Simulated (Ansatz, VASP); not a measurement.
## Os: VASP beside Ansatz

The input POSCAR:

```
Os
1.0
    0.0000000000      1.8866500000      1.9158250000
    1.8866500000      0.0000000000      1.9158250000
    1.8866500000      1.8866500000      0.0000000000
Os
1
Direct
    0.0000000000      0.0000000000      0.0000000000
```

File INCAR.step1:

```
  PREC = Accurate
  ENCUT = 520
  ISMEAR = 0
  SIGMA = 0.15
  LREAL = False
  LASPH = True
  NELM = 80
  NBANDS = 10
  GGA = PE
  ALGO = Normal
  EDIFF = 1E-4
  LWAVE = True
  LCHARG = False
```

File INCAR.step2:

```
  PREC = Accurate
  ENCUT = 520
  EDIFF = 1E-6
  ISMEAR = 0
  SIGMA = 0.15
  LREAL = False
  LASPH = True
  NELM = 80
  ALGO = Normal
  ISIF = 2
  LWAVE = False
  LCHARG = True
  METAGGA = R2SCAN
  LMIXTAU = True
  LELF = True
  LVHAR = True
  NBANDS = 10
  ISTART = 1
```

Contents of KPOINTS:

```
regular mesh
0
Gamma
  20 20 20
```

Input for Ansatz:

```yaml
crystal:
  lattice:
    - [0.0, 1.88665, 1.915825]
    - [1.88665, 0.0, 1.915825]
    - [1.88665, 1.88665, 0.0]
  atoms:
    - { symbol: Os, position: [0.0, 0.0, 0.0] }
basis:
  ecutwfc: 500
kpoints:
  mp_grid: { grid: [20, 20, 20] }
hamiltonian:
  xc: r2scan
scf:
  occupations: { method: gaussian, width: 0.15 }
output:
  forces: true
  stress: true
  eigenvalues: true
```

Change from the starting cell: strain -0.030 along x and y, -0.015 along z, atoms carried along.

Alike in both runs: task single point; functional r2SCAN; k mesh 20 × 20 × 20; occupations gaussian, width 0.15 eV; no spin polarisation.

|  | VASP | Ansatz |
| --- | --- | --- |
| version | VASP 6.6.1 | Ansatz 0.2.0 |
| potentials or method | VASP PAW PBE potentials, release 64 (Os), cutoff 520 eV | scalar-relativistic, plane waves, PAW |
| valence electrons in the cell | 8 | 16 |

Ansatz gave:

| Property | Result |
| --- | --- |
| gap on the k mesh at the Fermi level (eV) | none |
| pressure (GPa) | 14.1 |
| traceless stress, the component that is largest in VASP (GPa) | -3.53 |

Task: Estimate VASP's values.

Result: gap on the k mesh at the Fermi level (eV): none; pressure (GPa): 15.6; traceless stress, the component that is largest in VASP (GPa): -3.54.

VASP's potentials were made for PBE, not for r2SCAN. A gap of «none» marks a metal or a gap that the smearing closes. With one functional, cell and mesh, what is left measures potentials, basis and numerics. VASP's potentials hold 8 valence electrons a cell and Ansatz's 16, so a difference there can come from the potentials and not from the codes.

Spin-orbit coupling is off throughout.
